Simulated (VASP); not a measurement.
Input of a VASP 6.6.1 run:

The input INCAR:

```
SYSTEM = NbAs
  ALGO = Normal
  EDIFF = 1E-6
  ENCUT = 520
  GGA = PE
  ISIF = 2
  ISMEAR = 0
  LASPH = .TRUE.
  LCHARG = .FALSE.
  LREAL = .FALSE.
  LWAVE = .FALSE.
  NBANDS = 26
  NELM = 60
  PREC = Accurate
  SIGMA = 0.1
```

File KPOINTS:

```
k-points
0
G
  6 6 4
  0 0 0
```

Contents of POSCAR:

```
NbAs
1.0
    3.9553413900      0.0000000000      0.0000000000
   -1.9776706900      3.4254261200      0.0000000000
    0.0000000000      0.0000000000      6.4395025300
Nb As
2 2
Direct
    0.6666666700      0.3333333300      0.2087842900
    0.0000000000      0.0000000000      0.6008232000
    0.0000000000      0.0000000000      0.0000000000
    0.3333333300      0.6666666700      0.4175685900
```

Potentials or basis: VASP PAW PBE potentials, release 64 (Nb_sv, As).

Command:

```sh
$ cat potpaw_PBE.64/Nb_sv/POTCAR potpaw_PBE.64/As/POTCAR > POTCAR
$ mpirun -np 1 vasp_std > vasp.out
```

(1) Predict the band gap on the k mesh.

(2) Predict the pressure.

Answers

(1) zero (bands 18 and 19 overlap by 0.89 eV).

(2) -3.5 GPa.

Caveat: the cell stands under tension; forces of over 1 eV/Å act on the atoms, so gaps and moduli don't describe the material at rest.
